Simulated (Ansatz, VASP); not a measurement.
**BP in VASP and in Ansatz**

File INCAR:

```
PREC = Accurate
ENCUT = 520
EDIFF = 1E-6
ISMEAR = -1
SIGMA = 0.05
LREAL = F
LASPH = T
NELM = 60
ALGO = Normal
ISIF = 2
LWAVE = F
LCHARG = T
GGA = PE
LELF = T
LVHAR = T
NBANDS = 11
```

File KPOINTS:

```
Automatic mesh
0
Gamma
  14 14 14
```

The input POSCAR:

```
BP
1.0
    0.0000000000      2.2690000000      2.2690000000
    2.2690000000      0.0000000000      2.2690000000
    2.2690000000      2.2690000000      0.0000000000
P B
1 1
Direct
    0.7500000000      0.7500000000      0.7500000000
    0.0000000000      0.0000000000      0.0000000000
```

The input input.yaml:

```yaml
crystal:
  lattice:
    - [0.0, 2.269, 2.269]
    - [2.269, 0.0, 2.269]
    - [2.269, 2.269, 0.0]
  atoms:
    - { symbol: P, position: [0.75, 0.75, 0.75] }
    - { symbol: B, position: [0.0, 0.0, 0.0] }
hamiltonian:
  xc: pbe
  pseudopotentials: { kind: paw }
kpoints:
  mp_grid: { grid: [14, 14, 14] }
scf:
  occupations: { method: fermi_dirac, width: 0.05 }
output:
  forces: true
  stress: true
  eigenvalues: true
```

Alike in both runs: task single point; functional PBE; k mesh 14 × 14 × 14; occupations fermi-dirac, width 0.05 eV; no spin polarisation.

|  | VASP | Ansatz |
| --- | --- | --- |
| version | VASP 6.6.1 | Ansatz 0.2.0 |
| potentials or method | VASP PAW PBE potentials, release 64 (P, B) | Ansatz PAW |
| plane-wave cutoff (eV) | 520 | 420 |
| valence electrons in the cell | 8 | 8 |

VASP gave:

| Item | Value |
| --- | --- |
| gap on the k mesh at the Fermi level (eV) | 1.24 |
| least direct gap on the mesh (eV) | 3.40 |
| pressure (GPa) | 0.9 |

Task: Estimate Ansatz's values.

Result: gap on the k mesh at the Fermi level (eV): 1.24; least direct gap on the mesh (eV): 3.40; pressure (GPa): 1.1.
